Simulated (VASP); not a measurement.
# PbO in VASP: notebook, part 2 of 2

VASP 6.6.1. Earlier steps stand in the parts before.

### Step 5. Single point, PBE

This run uses another cell than the first one, of 116.89 Å³/atom, 1.003 times its volume.

The input, INCAR:

```
SYSTEM = PbO
ALGO = Normal
DIPOL = 0.5 0.5 0.298
EDIFF = 1E-7
ENCUT = 520
GGA = PE
IDIPOL = 3
ISIF = 2
ISMEAR = 0
LASPH = .True.
LCHARG = .False.
LDIPOL = .True.
LREAL = .False.
LWAVE = .False.
NBANDS = 28
NELM = 100
PREC = Accurate
SIGMA = 0.01
```

The input, KPOINTS:

```
k-points
0
Gamma
  6 6 1
  0 0 0
```

The input, POSCAR:

```
PbO
1.0
    4.0487530006      0.0000000000      0.0000000000
    0.0000000000      4.0487530006      0.0000000000
    0.0000000000      0.0000000000     28.5226884000
Pb O
2 2
Direct
    0.0000000000      0.5000000000      0.3399117381
    0.5000000000      0.0000000000      0.2561050105
    0.0000000000      0.0000000000      0.2980083743
    0.5000000000      0.5000000000      0.2980083743
```

Potentials or basis: VASP PAW PBE potentials, release 64 (Pb_d, O).

On the command line:

```bash
cat potpaw_PBE.64/Pb_d/POTCAR potpaw_PBE.64/O/POTCAR > POTCAR
mpirun -np 1 vasp_std > vasp.out
```

OUTCAR:

```text
SYSTEM = PbO
   EDIFF = 1E-7
   ENCUT = 520
   GGA = PE
   ISIF = 2
   ISMEAR = 0
   LASPH = .True.
   LREAL = .False.
   NELM = 100
   PREC = Accurate

 ion  position               nearest neighbor table
   1  0.000  0.500  0.340-   3 2.35   4 2.35   3 2.35   4 2.35   2 3.73   2 3.73   2 3.73   2 3.73

   2  0.500  0.000  0.256-   3 2.35   4 2.35   4 2.35   3 2.35   1 3.73   1 3.73   1 3.73   1 3.73

   3  0.000  0.000  0.298-   2 2.35   2 2.35   1 2.35   1 2.35
   4  0.500  0.500  0.298-   2 2.35   2 2.35   1 2.35   1 2.35

  LATTYP: Found a simple tetragonal cell.
 ALAT       =     4.0487530006
 C/A-ratio  =     7.0448082152

  Lattice vectors:

 A1 = (   4.0487530006,   0.0000000000,   0.0000000000)
 A2 = (   0.0000000000,   4.0487530006,   0.0000000000)
 A3 = (   0.0000000000,   0.0000000000,  28.5226884000)

Analysis of symmetry for initial positions (statically):
=====================================================================
 Subroutine PRICEL returns:
 Original cell was already a primitive cell.

 Routine SETGRP: Setting up the symmetry group for a
 simple tetragonal supercell.

 Subroutine GETGRP returns: Found 16 space group operations
 (whereof  4 operations were pure point group operations)
 out of a pool of 16 trial point group operations.

The static configuration has the point symmetry C_2v.
 The point group associated with its full space group is D_4h.

Analysis of symmetry for dynamics (positions and initial velocities):
=====================================================================
 Subroutine PRICEL returns:
 Original cell was already a primitive cell.

 Routine SETGRP: Setting up the symmetry group for a
 simple tetragonal supercell.

 Subroutine GETGRP returns: Found 16 space group operations
 (whereof  4 operations were pure point group operations)
 out of a pool of 16 trial point group operations.

The dynamic configuration has the point symmetry C_2v.
 The point group associated with its full space group is D_4h.

[... 112 lines left out ...]
   GGA     = PE    functional components
   LHFCALC =     F    Hartree Fock is set to
   AEXX    =    0.0000 exact exchange contribution
   IVDW    =     0    specifies the selected vdW correction
   LEPSILON=     F    determine dielectric tensor
   LRPA    =     F    only Hartree local field effects (RPA)
 non-spin polarized calculation
 Gauss-broadening in eV      SIGMA  =   0.01
  energy-cutoff  :      520.00
  volume of cell :      467.56
 maximum number of plane-waves:     12675
   NGX = 15   NGY = 15   NGZ =107

 dipolmoment           0.000000      0.000000     -0.000181 electrons x Angstroem

 number of electron      40.0000000 magnetization

 dipolmoment           0.000000      0.000000      0.000001 electrons x Angstroem

 Free energy of the ion-electron system (eV)
  ---------------------------------------------------
  ext. energy  EPLUGINS =         0.00000000
  ---------------------------------------------------
  free energy    TOTEN  =       -21.46759882 eV

  energy without entropy =      -21.46759882  energy(sigma->0) =      -21.46759882

 E-fermi :  -2.8726     XC(G=0):  -2.1454

 val. band max:       -2.9512132836   @ k =   0.0000   0.0000   0.0000
 cond. band min:      -0.4705840573   @ k =   0.0000   0.0000   0.0000
 fundamental gap:      2.4806292263
 Fermi energy:        -2.8726356392

 k-point     1 :       0.0000    0.0000    0.0000
  band No.  band energies     occupation
      1     -20.4751      2.00000
      2     -20.0703      2.00000
      3     -18.4195      2.00000
      4     -18.4195      2.00000
      5     -18.3818      2.00000
      6     -18.3765      2.00000
[... 299 lines left out ...]
     27       3.6501      0.00000
     28       3.6502      0.00000

------------------------ aborting loop because EDIFF is reached ----------------------------------------

 vacuum level on the upper side and lower side of the slab       (xc-potential included)        -0.007        -0.007

  FORCE on cell =-STRESS in cart. coord.  units (eV):
  Direction    XX          YY          ZZ          XY          YZ          ZX
  --------------------------------------------------------------------------------------
  -------------------------------------------------------------------------------------
  Total        0.0379325      0.0379325      0.0077225      0.0000000      0.0000000      0.0000000
  in kB        0.1299838      0.1299838      0.0264626      0.0000000      0.0000000      0.0000000
  external PRESSURE =       0.0954767 kB  Pullay stress =       0.0000000 kB

 VOLUME and BASIS-vectors are now :
 -----------------------------------------------------------------------------
  energy-cutoff  :      520.00
  volume of cell :      467.56
      direct lattice vectors                 reciprocal lattice vectors
     4.048753001  0.000000000  0.000000000     0.246989629  0.000000000  0.000000000
     0.000000000  4.048753001  0.000000000     0.000000000  0.246989629  0.000000000
     0.000000000  0.000000000 28.522688400     0.000000000  0.000000000  0.035059809

 POSITION                                       TOTAL-FORCE (eV/Angst)
 -----------------------------------------------------------------------------------
      0.00000      2.02438      9.69520        -0.000000     -0.000000      0.034814
      2.02438      0.00000      7.30480         0.000000      0.000000     -0.034814
      0.00000      0.00000      8.50000        -0.000000     -0.000000     -0.000000
      2.02438      2.02438      8.50000         0.000000     -0.000000      0.000000
 -----------------------------------------------------------------------------------
    total drift:                                0.000000      0.000000      0.000057

  FREE ENERGIE OF THE ION-ELECTRON SYSTEM (eV)
  ---------------------------------------------------
  free  energy   TOTEN  =       -21.4675988212 eV

  energy  without entropy=      -21.4675988212  energy(sigma->0) =      -21.46759882

 vacuum level on the upper side and lower side of the slab         1.554         1.554
```

OSZICAR:

```text
N       E                     dE             d eps       ncg     rms          rms(c)
DAV:   1     0.417660929917E+03    0.41766E+03   -0.15925E+04   624   0.108E+03
DAV:   2     0.482625888453E+02   -0.36940E+03   -0.36113E+03   732   0.316E+02
DAV:   3    -0.239422770929E+02   -0.72205E+02   -0.71644E+02   772   0.155E+02
[... 17 lines left out ...]
DAV:  21    -0.214675955348E+02   -0.11482E-04   -0.45336E-07   492   0.215E-03    0.450E-04
DAV:  22    -0.214675974237E+02   -0.18889E-05   -0.83787E-08   556   0.249E-03    0.179E-04
DAV:  23    -0.214675985899E+02   -0.11662E-05   -0.43308E-08   488   0.210E-03    0.121E-04
DAV:  24    -0.214675987504E+02   -0.16047E-06   -0.64119E-09   540   0.674E-04    0.114E-04
DAV:  25    -0.214675988212E+02   -0.70827E-07   -0.27911E-09   468   0.635E-04
   1 F= -.21467599E+02 E0= -.21467599E+02  d E =-.239797E-30
```

stdout:

```text
POSCAR found type information on POSCAR PbO
 POSCAR found :  2 types and       4 ions
 scaLAPACK will be used
 LDA part: xc-table for (Slater+PW92), standard interpolation
 POSCAR, INCAR and KPOINTS ok, starting setup
 FFT: planning ... GRIDC
 FFT: planning ... GRID_SOFT
 FFT: planning ... GRID
 WAVECAR not read
 entering main loop
```

Run time: 2.1 min. Hardware: 1 thread of Intel Xeon 6975P-C (Granite Rapids), shared host; peak memory 0.52 GiB.

What came out:

| Item | Value |
| --- | --- |
| Free energy | -21.4676 eV |
| Largest force | 0.035 eV/Å |
| Band gap on the k mesh | 2.48 eV, direct |

Forces in eV/Å, atoms in the order of the input:
```
Pb   0.000  0.000  0.035
Pb   0.000  0.000 -0.035
O    0.000  0.000  0.000
O    0.000  0.000  0.000
```

Levels at points of the mesh, in eV from the valence-band top:
```tsv
k point	band 16	band 17	band 18	band 19	band 20	band 21	band 22	band 23	band 24	band 25
(0.00, 0.00, 0.00)	-3.45	-1.08	-1.05	-1.05	0.00	2.48	2.50	4.48	4.51	4.84
(0.50, 0.00, 0.00)	-2.65	-2.31	-2.31	-0.65	-0.65	3.37	3.37	4.83	4.83	6.59
(0.50, 0.50, 0.00)	-2.85	-1.28	-1.28	-0.44	-0.44	3.17	3.17	5.19	5.19	6.47
```

Caveat: spin-orbit coupling is left out, which moves the levels of the heavy elements.

### Step 6. The runs side by side

```csv
cell,smearing,gap on the mesh (eV),largest force (eV/Å)
"a = 4.044, b = 4.044, c = 28.523 Å, 4 atoms",gaussian 0.02 eV,2.50,0.05
"a = 4.049, b = 4.049, c = 28.523 Å, 4 atoms",gaussian 0.02 eV,2.48,0.03
"a = 4.050, b = 4.050, c = 28.523 Å, 4 atoms",gaussian 0.01 eV,2.48,0.04
"a = 4.049, b = 4.049, c = 28.523 Å, 4 atoms",gaussian 0.01 eV,2.48,0.03
```

Alike in all rows: task single point; level PBE; potentials or basis VASP PAW PBE potentials, release 64 (Pb_d, O); no spin polarisation; k mesh 6 × 6 × 1; cutoff (eV) 520.

Caveats: spin-orbit coupling is left out, which moves the levels of the heavy elements.

Total energies depend on the potentials used, so only differences within one code and one set of settings carry meaning.
